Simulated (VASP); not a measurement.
Wanted: the native input for a VASP 6.6.1 run.

| Item | Value |
| --- | --- |
| Task | electric field gradients |
| Functional | PBEsol |
| Potentials or basis | VASP PAW PBE potentials, release 64 (Na_pv) |
| Cutoff | 520 eV |
| k mesh | 13 × 13 × 7 |
| Occupations | fermi-dirac, width 0.05 eV |
| Spin | no spin polarisation |
| Dipole correction | no |
| Further INCAR settings | ALGO = Normal; EDIFF = 1e-08; NBANDS = 14 |

The structure of Na lies in POSCAR:

```
Na
1.0
    3.6916609776      0.0000000000      0.0000000000
   -1.8458304888      3.1970721888      0.0000000000
    0.0000000000      0.0000000000      6.1540000000
Na
2
Direct
    0.3333333333      0.6666666667      0.2500000000
    0.6666666667      0.3333333333      0.7500000000
```

This cell differs from its parent crystal: equal xx and yy strain of -2 %.

One way to write it, as run:

INCAR

```
PREC     = Accurate       # precision mode
ENCUT    = 520            # plane-wave cutoff, eV
EDIFF    = 1E-8           # SCF threshold, eV
ISMEAR   = -1             # smearing method
SIGMA    = 0.05           # smearing width, eV
LREAL    = F              # projectors in reciprocal space
LASPH    = T              # aspherical terms in the spheres
NELM     = 100            # most SCF steps
ALGO     = Normal         # electronic algorithm
ISIF     = 2              # what is computed and relaxed
LWAVE    = F              # write WAVECAR
LCHARG   = F              # write CHGCAR
GGA      = PS             # functional
LEFG     = T            
NBANDS   = 14             # bands
```

KPOINTS

```
regular mesh
0
Gamma
  13 13 7
```

Potentials or basis: VASP PAW PBE potentials, release 64 (Na_pv).

The run is started by

```bash
$ cat potpaw_PBE.64/Na_pv/POTCAR > POTCAR
$ mpirun -np 1 vasp_std > vasp.out
```

Results of the run:

```yaml
Pressure: 0.0 GPa
Band_gap_on_the_k_mesh: zero (band 7 reaches 1.85 eV, above the bottom of band 8 at -1.63 eV)
```

Caveat: the cell differs from its parent crystal (equal xx and yy strain of -2 %); without QUAD_EFG the Cq values of the log hold for a quadrupole moment of 1 mb, not for the nuclei; the PAW data sets were made with another functional, which shifts forces and pressure a little.

It took 87 s on 1 thread of Intel(R) Xeon(R) Platinum 8488C (Sapphire Rapids), on a shared host, peak memory 0.21 GiB.
